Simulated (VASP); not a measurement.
Set up this calculation in VASP 6.6.1, as the native input.

```yaml
Task: single point
Functional: PBE
Potentials_or_basis: VASP PAW PBE potentials, release 64 (Zr_sv)
Cutoff: 520 eV
k_mesh: 15 × 15 × 8
Occupations: fermi-dirac, width 0.08 eV
Spin: no spin polarisation
Dipole_correction: no
Further_INCAR_settings: ALGO = Normal; EDIFF = 1e-06; NBANDS = 19
```

The structure of Zr lies in POSCAR:

```
Zr
1.0
    1.6155496476     -2.7982140716      0.0000000000
    1.6155496475      2.7982140717      0.0000000000
    0.0000000000      0.0000000000      5.1751358144
Zr
2
Direct
    0.6666666670      0.3333333330      0.2500000000
    0.3333333330      0.6666666670      0.7500000000
```

One way to write it, as run:

INCAR

```
ALGO = Normal
EDIFF = 1E-6
ENCUT = 520
GGA = PE
ISIF = 2
ISMEAR = -1
LASPH = T
LCHARG = T
LELF = T
LREAL = F
LVHAR = T
LWAVE = F
NBANDS = 19
NELM = 60
PREC = Accurate
SIGMA = 0.08
```

KPOINTS

```
k-points
0
Gamma
  15 15 8
```

Potentials or basis: VASP PAW PBE potentials, release 64 (Zr_sv).

The run is started by

```console
$ cat potpaw_PBE.64/Zr_sv/POTCAR > POTCAR
$ mpirun -np 1 vasp_std > vasp.out
```

Results of the run:

```yaml
Pressure: 0.0 GPa
Band_gap_on_the_k_mesh: zero (band 12 reaches 9.81 eV, above the bottom of band 13 at 8.63 eV)
```

Wall time 2.1 min on 1 thread of Intel Xeon 8259CL (shared host), peak memory 0.23 GiB.
